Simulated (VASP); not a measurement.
# TaN (F-43m) in VASP: a series of runs

Aim: see how the results for TaN move with the level of theory and the settings. Levels: PBE, BLYP, PBEsol+U, r2SCAN+D3(BJ). Tasks: relaxation of cell and atoms.

Everything below comes from runs of VASP 6.6.1. Logs are shortened: lines on timing, memory, paths and dates and some standing lists are left out, and cuts for length are marked.

### 1 The cell of the first run

Symmetry: F-43m, No. 216, cubic system. The conventional cell has a = 4.982 Å, b = 4.982 Å, c = 4.982 Å, α = 90.00°, β = 90.00°, γ = 90.00°. Ta (site symmetry -43m) has 4 N at 2.16 Å within 2.9 Å. N (site symmetry -43m) has 4 Ta at 2.16 Å within 2.9 Å.

### 2 Relaxation of cell and atoms, PBE

Input file INCAR:

```
SYSTEM = TaN
ALGO = Normal ; EDIFF = 1E-7
EDIFFG = -0.01 ; ENCUT = 600
GGA = PE ; IBRION = 2
ISIF = 3 ; ISMEAR = -1
LASPH = .True. ; LCHARG = .False.
LREAL = .False. ; LWAVE = .False.
NELM = 60 ; NSW = 60
PREC = Accurate ; SIGMA = 0.05
```

Input file KPOINTS:

```
k-points
0
Gamma
  9 9 9
  0 0 0
```

Input file POSCAR:

```
TaN
1.0
    0.0000000000      2.4911437700      2.4911437700
    2.4911437700      0.0000000000      2.4911437700
    2.4911437700      2.4911437700      0.0000000000
Ta N
1 1
Direct
    0.0000000000      0.0000000000      0.0000000000
    0.2500000000      0.2500000000      0.2500000000
```

Potentials or basis: VASP PAW PBE potentials, release 64 (Ta_pv, N).

Launch:

```
cat potpaw_PBE.64/Ta_pv/POTCAR potpaw_PBE.64/N/POTCAR > POTCAR
mpirun -np 1 vasp_std > vasp.out
```

OUTCAR:

```text
SYSTEM = TaN
   EDIFF = 1E-7
   EDIFFG = -0.01
   ENCUT = 600
   GGA = PE
   IBRION = 2
   ISIF = 3
   ISMEAR = -1
   LASPH = .True.
   LREAL = .False.
   NELM = 60
   NSW = 60
   PREC = Accurate

 ion  position               nearest neighbor table
   1  0.000  0.000  0.000-   2 2.16   2 2.16   2 2.16   2 2.16
   2  0.250  0.250  0.250-   1 2.16   1 2.16   1 2.16   1 2.16

  LATTYP: Found a face centered cubic cell.
 ALAT       =     4.9822875400

  Lattice vectors:

 A1 = (   0.0000000000,   2.4911437700,   2.4911437700)
 A2 = (   2.4911437700,   0.0000000000,   2.4911437700)
 A3 = (   2.4911437700,   2.4911437700,   0.0000000000)

Analysis of symmetry for initial positions (statically):
=====================================================================
 Subroutine PRICEL returns:
 Original cell was already a primitive cell.

 Routine SETGRP: Setting up the symmetry group for a
 face centered cubic supercell.

 Subroutine GETGRP returns: Found 24 space group operations
 (whereof 24 operations were pure point group operations)
 out of a pool of 48 trial point group operations.

The static configuration has the point symmetry T_d .

Analysis of symmetry for dynamics (positions and initial velocities):
=====================================================================
 Subroutine PRICEL returns:
 Original cell was already a primitive cell.

 Routine SETGRP: Setting up the symmetry group for a
 face centered cubic supercell.

 Subroutine GETGRP returns: Found 24 space group operations
 (whereof 24 operations were pure point group operations)
 out of a pool of 48 trial point group operations.

The dynamic configuration has the point symmetry T_d .

 Subroutine INISYM returns: Found 24 space group operations
 (whereof 24 operations are pure point group operations),
 and found     1 'primitive' translations

----------------------------------------------------------------------------------------

                                     Primitive cell

  volume of cell :      30.9191

  direct lattice vectors                    reciprocal lattice vectors
     0.000000000  2.491143770  2.491143770    -0.200711017  0.200711017  0.200711017
     2.491143770  0.000000000  2.491143770     0.200711017 -0.200711017  0.200711017
     2.491143770  2.491143770  0.000000000     0.200711017  0.200711017 -0.200711017
[... 96 lines left out ...]
   NUPDOWN=      -1.0000    fix difference up-down
   EMIN   =  10.00;   EMAX   =-10.00  energy-range for DOS
   EFERMI =   0.00;   METHOD = LEGACY
   ISMEAR =    -1;   SIGMA  =   0.05  broadening in eV -4-tet -1-fermi 0-gaus
   EFERMI_NEDOS =   21; number of points for ismear=-14 and -15
   IALGO  =     38    algorithm
   IMIX   =      4    mixing-type and parameters
     AMIX     =   0.40;   BMIX     =  1.00
     AMIX_MAG =   1.60;   BMIX_MAG =  1.00
  volume/ion in A,a.u.               =      15.46       104.33
  Fermi-wavevector in a.u.,A,eV,Ry     =   1.314335  2.483733 23.503740  1.727476
  Thomas-Fermi vector in A             =   2.444595
   LORBIT       =      0    0 simple, 1 ext, 2 COOP (PROOUT), +10 PAW based schemes
   GGA     = PE    functional components
   LHFCALC =     F    Hartree Fock is set to
   AEXX    =    0.0000 exact exchange contribution
   IVDW    =     0    specifies the selected vdW correction
   LEPSILON=     F    determine dielectric tensor
   LRPA    =     F    only Hartree local field effects (RPA)
 conjugate gradient relaxation of ions
 non-spin polarized calculation
  energy-cutoff  :      600.00
  volume of cell :       30.92
 maximum number of plane-waves:      1044
   NGX = 15   NGY = 15   NGZ = 15

--------------------------------------- Ionic step        1  -------------------------------------------

 number of electron      15.9999998 magnetization

 Free energy of the ion-electron system (eV)
  ---------------------------------------------------
  ext. energy  EPLUGINS =         0.00000000
  ---------------------------------------------------
  free energy    TOTEN  =       -21.17118832 eV

  energy without entropy =      -21.15783215  energy(sigma->0) =      -21.16451024

------------------------ aborting loop because EDIFF is reached ----------------------------------------

  FORCE on cell =-STRESS in cart. coord.  units (eV):
  Direction    XX          YY          ZZ          XY          YZ          ZX
  --------------------------------------------------------------------------------------
  -------------------------------------------------------------------------------------
  Total       -4.8978541     -4.8978541     -4.8978541      0.0000000     -0.0000000      0.0000000
  in kB     -253.7990873   -253.7990873   -253.7990873      0.0000000     -0.0000000      0.0000000
  external PRESSURE =    -253.7990873 kB  Pullay stress =       0.0000000 kB
[... 131 lines left out ...]
--------------------------------------- Ionic step        5  -------------------------------------------

 number of electron      15.9999999 magnetization

 Free energy of the ion-electron system (eV)
  ---------------------------------------------------
  ext. energy  EPLUGINS =         0.00000000
  ---------------------------------------------------
  free energy    TOTEN  =       -21.52594418 eV

  energy without entropy =      -21.51465929  energy(sigma->0) =      -21.52030173

 E-fermi :   6.8024     XC(G=0): -11.9230

 val. band max:        6.7859617806   @ k =  -0.3333   0.4444   0.2222
 cond. band min:       6.8338400299   @ k =  -0.3333   0.2222   0.0000
 fundamental gap:      0.0478782493
 Fermi energy:         6.8023502836

 k-point     1 :       0.0000    0.0000    0.0000
  band No.  band energies     occupation
      1     -28.8547      2.00000
      2     -28.8547      2.00000
      3     -28.8547      2.00000
      4     -10.6967      2.00000
      5      -0.1137      2.00000
      6      -0.1137      2.00000
      7      -0.1137      2.00000
      8       5.6660      2.00000
      9       7.2877      0.00012
     10       7.2877      0.00012
     11      12.4841      0.00000
     12      12.4841      0.00000
[... 331 lines left out ...]
 k-point    24 :       0.4444    0.4444    0.0000
  band No.  band energies     occupation
      1     -29.2617      2.00000
      2     -28.9982      2.00000
      3     -28.9982      2.00000
      4      -9.1719      2.00000
      5      -1.5103      2.00000
      6       1.9310      2.00000
      7       1.9310      2.00000
      8       4.4086      2.00000
      9       8.0339      0.00000
     10       8.9373      0.00000
     11      10.0245      0.00000
     12      10.0245      0.00000

 [... further k-points ...]
[... 5 lines left out ...]
  --------------------------------------------------------------------------------------
  -------------------------------------------------------------------------------------
  Total        0.0006501      0.0006501      0.0006501      0.0000000     -0.0000000      0.0000000
  in kB        0.0386392      0.0386392      0.0386392      0.0000000     -0.0000000      0.0000000
  external PRESSURE =       0.0386392 kB  Pullay stress =       0.0000000 kB
[... 17 lines left out ...]
  FREE ENERGIE OF THE ION-ELECTRON SYSTEM (eV)
  ---------------------------------------------------
  free  energy   TOTEN  =       -21.5259441764 eV

  energy  without entropy=      -21.5146592858  energy(sigma->0) =      -21.52030173

 reached required accuracy - stopping structural energy minimisation
```

CONTCAR:

```text
TaN
   1.00000000000000
     0.0000000000000000    2.3798236500295218    2.3798236500295218
     2.3798236500295218    0.0000000000000000    2.3798236500295218
     2.3798236500295218    2.3798236500295218    0.0000000000000000
  Ta              N
     1     1
Direct
     0.0000000000000000    0.0000000000000000    0.0000000000000000
     0.2500000000000000    0.2500000000000000    0.2500000000000000

  0.00000000E+00  0.00000000E+00  0.00000000E+00
  0.00000000E+00  0.00000000E+00  0.00000000E+00
```

Run time: 60 s. Hardware: 1 thread of Intel Xeon Platinum 8259CL at 2.50GHz (Skylake/Cascade Lake), shared host; peak memory 0.18 GiB.

Results:

- Free energy: -21.5259 eV
- Relaxed volume: 13.48 Å³/atom
- Relaxed cell: a = 3.366 Å, b = 3.366 Å, c = 3.366 Å, α = 60.00°, β = 60.00°, γ = 60.00°
- Space group after relaxing (to 0.05 Å): F-43m (No. 216)
- Energy gained by relaxing: 177.4 meV/atom
- Ionic steps: 5
- Pressure after relaxing: 0.0 GPa
- Band gap on the k mesh: zero (band 8 reaches 7.34 eV, above the bottom of band 9 at 6.75 eV)

Step by step:
| step | energy change (eV) | largest force (eV/Å) | pressure (GPa) | volume (Å³) |
| --- | --- | --- | --- | --- |
| 1 | 0.0000 | 0.0000 | -25.38 | 30.92 |
| 2 | 1.0832 | 0.0000 | 98.36 | 21.20 |
| 3 | -0.3525 | 0.0000 | -2.55 | 27.24 |
| 4 | -0.3546 | 0.0000 | -0.67 | 27.03 |
| 5 | -0.3548 | 0.0000 | 0.00 | 26.96 |

Final structure:
```
Ta N
1.0
     0.00000    2.37982    2.37982
     2.37982    0.00000    2.37982
     2.37982    2.37982    0.00000
Ta N
1 1
Cartesian
  0.0000 0.0000 0.0000
  1.1899 1.1899 1.1899
```

Caveat: spin-orbit coupling is left out, which moves the levels of the heavy elements.

[end of part 1 of 2]
